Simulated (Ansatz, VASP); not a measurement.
Two plane-wave programs on C

File INCAR:

```
SYSTEM = C
ALGO = Normal ; EDIFF = 1E-6
EDIFFG = -0.002 ; ENCUT = 600
IBRION = 2 ; ISIF = 3
ISMEAR = -1 ; LASPH = .TRUE.
LCHARG = .FALSE. ; LREAL = .FALSE.
LWAVE = .FALSE. ; NELM = 60
NSW = 100 ; PREC = Accurate
SIGMA = 0.08
```

File KPOINTS:

```
k-points
0
G
  20 20 6
  0 0 0
```

The input POSCAR:

```
C
1.0
    2.4700000000      0.0000000000      0.0000000000
   -1.2350000000      2.1390827473      0.0000000000
    0.0000000000      0.0000000000      6.7900000000
C
4
Direct
    0.0000000000      0.0000000000      0.0000000000
    0.0000000000      0.0000000000      0.5000000000
    0.3333333333      0.6666666667      0.0050000000
    0.6666666667      0.3333333333      0.5050000000
```

Input for Ansatz:

```yaml
crystal:
  lattice:
    - [2.46999999998, 0.0, 0.0]
    - [-1.23499999999, 2.13908274733, 0.0]
    - [0.0, 0.0, 6.79]
  atoms:
    - { symbol: C, position: [0.0, 0.0, 0.0] }
    - { symbol: C, position: [0.0, 0.0, 0.5] }
    - { symbol: C, position: [0.333333333333, 0.666666666667, 0.005] }
    - { symbol: C, position: [0.666666666667, 0.333333333333, 0.505] }
kpoints:
  mp_grid: { grid: [20, 20, 6] }
scf:
  occupations: { method: fermi_dirac, width: 0.08 }
hamiltonian:
  xc: lda
  pseudopotentials: { kind: paw }
relax:
  f_tol: 0.002
  max_steps: 80
  cell: {}
output:
  forces: true
  stress: true
```

Alike in both runs: task relaxation of cell and atoms; functional LDA; k mesh 20 × 20 × 6; occupations fermi-dirac, width 0.08 eV; no spin polarisation.

|  | VASP | Ansatz |
| --- | --- | --- |
| version | VASP 6.6.1 | Ansatz 0.2.0 |
| potentials or method | VASP PAW LDA potentials, release 64 (C) | PAW with Ansatz's default frozen-core files, scalar-relativistic |
| plane-wave cutoff (eV) | 600 | 420 |
| valence electrons in the cell | 16 | 16 |

```tsv
	VASP	Ansatz	Ansatz less VASP
relaxed volume (Å³/atom)	8.49	8.61	+0.125
relaxed cell length with the largest relative difference (Å)	6.552	6.654	+0.1020
```

LDA's correlation is that of Perdew and Zunger in VASP and of Perdew and Wang (1992) in Ansatz.
